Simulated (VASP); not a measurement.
A run of VASP 6.6.1 is set up as follows.

Contents of INCAR:

```
PREC = Accurate
ENCUT = 520
EDIFF = 1E-6
ISMEAR = 0
SIGMA = 0.15
LREAL = False
LASPH = True
NELM = 80
ALGO = Normal
ISIF = 2
LWAVE = False
LCHARG = False
GGA = PS
NBANDS = 18
```

KPOINTS

```
regular mesh
0
Gamma
  14 14 14
```

File POSCAR:

```
BiTe
1.0
    0.0000000000      3.2350000000      3.2350000000
    3.2350000000      0.0000000000      3.2350000000
    3.2350000000      3.2350000000      0.0000000000
Bi Te
1 1
Direct
    0.0154559505      0.0154559505     -0.0154559505
    0.5000000000      0.5000000000      0.5000000000
```

Potentials or basis: VASP PAW PBE potentials, release 64 (Bi_d, Te).

Launch:

```sh
$ cat potpaw_PBE.64/Bi_d/POTCAR potpaw_PBE.64/Te/POTCAR > POTCAR
$ mpirun -np 1 vasp_std > vasp.out
```

Q: What does it give for the band gap on the k mesh?

A: Zero (an odd number of electrons rules out a gap without spin polarisation).

Q: What does it give for the pressure?

A: -1.6 GPa.

Q: Predict the largest force.

A: 0.234 eV/Å.

Forces on the atoms (eV/Å):
```
Bi   0.000  0.000 -0.234
Te   0.000  0.000  0.234
```

Caveat: the cell differs from its parent crystal (all Bi atoms moved -0.100 Å, as atom 1 towards its neighbour atom 2 (Te) at 3.235 Å); the PAW data sets were made with another functional, which shifts forces and pressure a little; spin-orbit coupling is left out, which moves the levels of the heavy elements.
